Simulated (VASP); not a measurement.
## BeS: single point with PBEsol

The system is BeS.

```
Be S
1.0
     0.00000    2.48355    2.44395
     2.44395    0.00000    2.44395
     2.44395    2.48355    0.00000
Be S
1 1
Direct
  0.00000 0.00000 0.00000
  0.75000 0.75000 0.75000
```

This cell differs from its parent crystal: volume 14.834 Å^3 an atom, c/a of the conventional cell 1.0162.

| Property | Result |
| --- | --- |
| Program | VASP 6.6.1 |
| Task | single point |
| Functional | PBEsol |
| Potentials or basis | VASP PAW PBE potentials, release 64 (Be, S) |
| Cutoff | 520 eV |
| k mesh | 10 × 10 × 10 |
| Occupations | gaussian, width 0.05 eV |
| Spin | no spin polarisation |

```
Pressure               : -4.0 GPa
Band gap on the k mesh : 2.95 eV, indirect (least direct gap 5.35 eV)
```

Stress tensor (GPa, compression positive):
```
-3.52  0.00  0.00
 0.00 -5.04  0.00
 0.00  0.00 -3.52
```

Levels at points of the mesh, in eV from the valence-band top:
| k point | band 1 | band 2 | band 3 | band 4 | band 5 | band 6 | band 7 | band 8 | band 9 |
| --- | --- | --- | --- | --- | --- | --- | --- | --- | --- |
| (0.00, 0.00, 0.00) | -13.49 | -0.09 | 0.00 | 0.00 | 5.35 | 5.59 | 5.59 | 5.61 | 12.50 |
| (0.50, 0.00, 0.00) | -11.96 | -5.64 | -1.09 | -0.95 | 5.19 | 6.41 | 6.53 | 10.77 | 14.58 |
| (0.50, 0.50, 0.00) | -11.42 | -4.86 | -2.62 | -2.60 | 2.95 | 4.76 | 12.37 | 12.41 | 14.92 |
| (0.50, 0.00, 0.50) | -11.49 | -4.97 | -2.48 | -2.48 | 3.07 | 4.91 | 12.40 | 12.40 | 14.73 |

It took 24 s on 1 thread of AMD EPYC 7R13 Processor (Zen 3), with other jobs on the host, peak memory 0.14 GiB.

Caveat: the PAW data sets were made with another functional, which shifts forces and pressure a little. A k mesh can miss the band edges.
